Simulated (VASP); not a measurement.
# Pt (P6_3/mmc) in VASP: notebook

Pt is run at these levels: LDA; tasks: single point.

Program: VASP 6.6.1. These are calculated values, not measurements. Logs are shortened: lines on timing, memory, paths and dates and some standing lists are left out, and cuts for length are marked.

### Step 1. The cell of the first run

Symmetry: P6_3/mmc, No. 194, hexagonal system. Conventional cell: a = 2.535 Å, b = 2.535 Å, c = 4.377 Å, α = 90.00°, β = 90.00°, γ = 120.00°. Within 3.3 Å of Pt (site symmetry -6m2) lie 12 Pt at 2.53 to 2.63 Å.

This isn't the form of Pt at room conditions, which is fcc.

### Step 2. Single point, LDA, collinear spin (12.18 Å³/atom)

Input file INCAR:

```
SYSTEM = Pt
PREC = Accurate
ENCUT = 520
EDIFF = 1E-6
ISMEAR = 0
SIGMA = 0.15
LREAL = .FALSE.
LASPH = .TRUE.
NELM = 150
ALGO = Normal
ISIF = 2
LWAVE = .FALSE.
LCHARG = .FALSE.
ISPIN = 2
MAGMOM = 0.3 0.3
LORBIT = 11
NUPDOWN = 0.6
LMAXMIX = 4
GGA = CA
NBANDS = 21
```

Input file KPOINTS:

```
regular mesh
0
G
  21 21 10
  0 0 0
```

Input file POSCAR:

```
Pt
1.0
    2.5349048657      0.0000000000      0.0000000000
   -1.2674524328      2.1952920098      0.0000000000
    0.0000000000      0.0000000000      4.3771120513
Pt
2
Direct
    0.6666666667      0.3333333333      0.7500000000
    0.3333333333      0.6666666667      0.2500000000
```

Potentials or basis: VASP PAW LDA potentials, release 64 (Pt).

The run is started by

```console
$ cat potpaw_LDA.64/Pt/POTCAR > POTCAR
$ mpirun -np 1 vasp_std > vasp.out
```

OUTCAR:

```text
SYSTEM = Pt
   PREC = Accurate
   ENCUT = 520
   EDIFF = 1E-6
   ISMEAR = 0
   LREAL = .FALSE.
   LASPH = .TRUE.
   NELM = 150
   ISIF = 2
   ISPIN = 2
   LORBIT = 11
   NUPDOWN = 0.6
   GGA = CA

 ion  position               nearest neighbor table
   1  0.667  0.333  0.750-   2 2.63   2 2.63   2 2.63   2 2.63   2 2.63   2 2.63
   2  0.333  0.667  0.250-   1 2.63   1 2.63   1 2.63   1 2.63   1 2.63   1 2.63

  LATTYP: Found a hexagonal cell.
 ALAT       =     2.5349048657
 C/A-ratio  =     1.7267362221

  Lattice vectors:

 A1 = (   2.5349048657,   0.0000000000,   0.0000000000)
 A2 = (  -1.2674524328,   2.1952920098,   0.0000000000)
 A3 = (   0.0000000000,   0.0000000000,   4.3771120513)

Analysis of symmetry for initial positions (statically):
=====================================================================
 Subroutine PRICEL returns:
 Original cell was already a primitive cell.

 Routine SETGRP: Setting up the symmetry group for a
 hexagonal supercell.

 Subroutine GETGRP returns: Found 24 space group operations
 (whereof 12 operations were pure point group operations)
 out of a pool of 24 trial point group operations.

The static configuration has the point symmetry D_3d.
 The point group associated with its full space group is D_6h.

Analysis of symmetry for dynamics (positions and initial velocities):
=====================================================================
 Subroutine PRICEL returns:
 Original cell was already a primitive cell.

 Routine SETGRP: Setting up the symmetry group for a
 hexagonal supercell.

 Subroutine GETGRP returns: Found 24 space group operations
 (whereof 12 operations were pure point group operations)
 out of a pool of 24 trial point group operations.

The dynamic configuration has the point symmetry D_3d.
 The point group associated with its full space group is D_6h.

Analysis of structural, dynamic, and magnetic symmetry:
=====================================================================
 Subroutine PRICEL returns:
 Original cell was already a primitive cell.

 Routine SETGRP: Setting up the symmetry group for a
 hexagonal supercell.

 Subroutine GETGRP returns: Found 24 space group operations
 (whereof 12 operations were pure point group operations)
 out of a pool of 24 trial point group operations.

The overall configuration has the point symmetry D_3d.
 The point group associated with its full space group is D_6h.

 Subroutine INISYM returns: Found 24 space group operations
 (whereof 12 operations are pure point group operations),
 and found     1 'primitive' translations

[... 112 lines left out ...]
   IMIX   =      4    mixing-type and parameters
     AMIX     =   0.40;   BMIX     =  1.00
     AMIX_MAG =   1.60;   BMIX_MAG =  1.00
  volume/ion in A,a.u.               =      12.18        82.19
  Fermi-wavevector in a.u.,A,eV,Ry     =   1.532984  2.896920 31.974234  2.350040
  Thomas-Fermi vector in A             =   2.640114
   LORBIT       =     11    0 simple, 1 ext, 2 COOP (PROOUT), +10 PAW based schemes
   GGA     = CA    functional components
   LHFCALC =     F    Hartree Fock is set to
   AEXX    =    0.0000 exact exchange contribution
   IVDW    =     0    specifies the selected vdW correction
   LEPSILON=     F    determine dielectric tensor
   LRPA    =     F    only Hartree local field effects (RPA)
 spin polarized calculation
 Gauss-broadening in eV      SIGMA  =   0.15
  energy-cutoff  :      520.00
  volume of cell :       24.36
 maximum number of plane-waves:       681
 NGX is ok and might be reduce to    20
   NGX =  9   NGY =  9   NGZ = 17

 number of electron      19.9999999 magnetization       0.6000000

 Free energy of the ion-electron system (eV)
  ---------------------------------------------------
  ext. energy  EPLUGINS =         0.00000000
  ---------------------------------------------------
  free energy    TOTEN  =       -13.42735537 eV

  energy without entropy =      -13.40106890  energy(sigma->0) =      -13.41421214

 E-fermi :  15.6728     XC(G=0): -14.9493

 val. band max:       15.9735479971   @ k =   0.2857   0.1429   0.3000
 cond. band min:      15.6838464195   @ k =   0.1905   0.0952   0.1000
 fundamental gap:     -0.2897015775
 Fermi energy:        15.9755933058

 spin component 1

 k-point     1 :       0.0000    0.0000    0.0000
  band No.  band energies     occupation
      1       2.9274      1.00000
      2       5.6849      1.00000
      3       9.7414      1.00000
      4      10.5085      1.00000
      5      10.5085      1.00000
      6      11.0974      1.00000
[... 565 lines left out ...]
     20      39.5556      0.00000
     21      41.1068      0.00000

 [... further k-points ...]

 spin component 2

 k-point     1 :       0.0000    0.0000    0.0000
  band No.  band energies     occupation
      1       3.0008      1.00000
      2       5.8073      1.00000
      3       9.9146      1.00000
      4      10.6705      1.00000
      5      10.6705      1.00000
      6      11.2633      1.00000
[... 565 lines left out ...]
     20      39.6484      0.00000
     21      41.2116      0.00000

 [... further k-points ...]
[... 5 lines left out ...]
  --------------------------------------------------------------------------------------
  -------------------------------------------------------------------------------------
  Total       16.6373086     16.6373086     14.2089967      0.0000000      0.0000000      0.0000000
  in kB     1094.3393794   1094.3393793    934.6141875      0.0000000      0.0000000      0.0000000
  external PRESSURE =    1041.0976487 kB  Pullay stress =       0.0000000 kB

 VOLUME and BASIS-vectors are now :
 -----------------------------------------------------------------------------
  energy-cutoff  :      520.00
  volume of cell :       24.36
      direct lattice vectors                 reciprocal lattice vectors
     2.534904866  0.000000000  0.000000000     0.394492122  0.227760133  0.000000000
    -1.267452433  2.195292010  0.000000000     0.000000000  0.455520266  0.000000000
     0.000000000  0.000000000  4.377112051     0.000000000  0.000000000  0.228461138

 POSITION                                       TOTAL-FORCE (eV/Angst)
 -----------------------------------------------------------------------------------
      1.26745      0.73176      3.28283        -0.000000      0.000000      0.000000
     -0.00000      1.46353      1.09428         0.000000     -0.000000      0.000000
 -----------------------------------------------------------------------------------
    total drift:                                0.000000     -0.000000     -0.000000

  FREE ENERGIE OF THE ION-ELECTRON SYSTEM (eV)
  ---------------------------------------------------
  free  energy   TOTEN  =       -13.4273553727 eV

  energy  without entropy=      -13.4010689049  energy(sigma->0) =      -13.41421214

 total charge

# of ion       s       p       d       tot
------------------------------------------
    1        0.781   0.937   8.332  10.050
    2        0.781   0.937   8.332  10.050
--------------------------------------------------
tot          1.562   1.873  16.665  20.099

 magnetization (x)

# of ion       s       p       d       tot
------------------------------------------
    1        0.003   0.004   0.285   0.291
    2        0.003   0.004   0.285   0.291
--------------------------------------------------
tot          0.006   0.007   0.570   0.583
```

stdout:

```text
POSCAR found type information on POSCAR Pt
 POSCAR found :  1 types and       2 ions
 scaLAPACK will be used
 LDA part: xc-table for (Slater(with rela. corr.)+CA(PZ))
 , standard interpolation
 POSCAR, INCAR and KPOINTS ok, starting setup
 FFT: planning ... GRIDC
 FFT: planning ... GRID_SOFT
 FFT: planning ... GRID
 WAVECAR not read
 entering main loop
```

It took 2.9 min on 1 thread of AMD EPYC 7R43 (Zen 3), shared host; peak memory 0.26 GiB.

Results:

| Quantity | Value |
| --- | --- |
| Free energy | -13.4274 eV |
| Pressure | 104.1 GPa |
| Net moment | 0.60 μB per cell |
| Site moments | Pt +0.29 μB |

Stress tensor (GPa, compression positive):
```
109.43   0.00   0.00
  0.00 109.43   0.00
  0.00   0.00  93.46
```

Caveat: the cell stands under pressure; spin-orbit coupling is left out, which moves the levels of the heavy elements; the total moment is fixed, so each spin has its own Fermi level.

### Step 3. Single point, LDA, collinear spin (12.18 Å³/atom)

Input file INCAR:

```
SYSTEM = Pt
PREC     = Accurate       ! precision mode
ENCUT    = 520            ! plane-wave cutoff, eV
EDIFF    = 1E-6           ! SCF threshold, eV
ISMEAR   = 0              ! smearing method
SIGMA    = 0.15           ! smearing width, eV
LREAL    = .False.        ! projectors in reciprocal space
LASPH    = .True.         ! aspherical terms in the spheres
NELM     = 150            ! most SCF steps
ALGO     = Normal         ! electronic algorithm
ISIF     = 2              ! what is computed and relaxed
LWAVE    = .False.        ! write WAVECAR
LCHARG   = .True.         ! write CHGCAR
ISPIN    = 2              ! spin polarisation
MAGMOM   = 0.15 0.15      ! initial moments
LORBIT   = 11             ! projections on sites
NUPDOWN  = 0.3            ! fixed moment
LMAXMIX  = 4              ! l up to which the mixer works
LELF     = .True.         ! ELF
LVHAR    = .True.       
NBANDS   = 21             ! bands
```

Input file KPOINTS:

```
regular mesh
0
Gamma
  21 21 10
  0 0 0
```

POSCAR is that of step 2.

Potentials or basis: VASP PAW LDA potentials, release 64 (Pt).

The run is started by

```console
$ cat potpaw_LDA.64/Pt/POTCAR > POTCAR
$ mpirun -np 1 vasp_std > vasp.out
```

Wall time 3.2 min (1 thread of AMD EPYC 7R43 (Zen 3), shared host); peak memory 0.26 GiB.

The run converged. Its results:

| Property | Result |
| --- | --- |
| Free energy | -13.4601 eV |
| Pressure | 103.5 GPa |
| Net moment | 0.30 μB per cell |
| Site moments | Pt +0.15 μB |

Stress tensor (GPa, compression positive):
```
108.11   0.00   0.00
  0.00 108.11   0.00
  0.00   0.00  94.28
```

Caveat: the cell stands under pressure; spin-orbit coupling is left out, which moves the levels of the heavy elements; the total moment is fixed, so each spin has its own Fermi level.
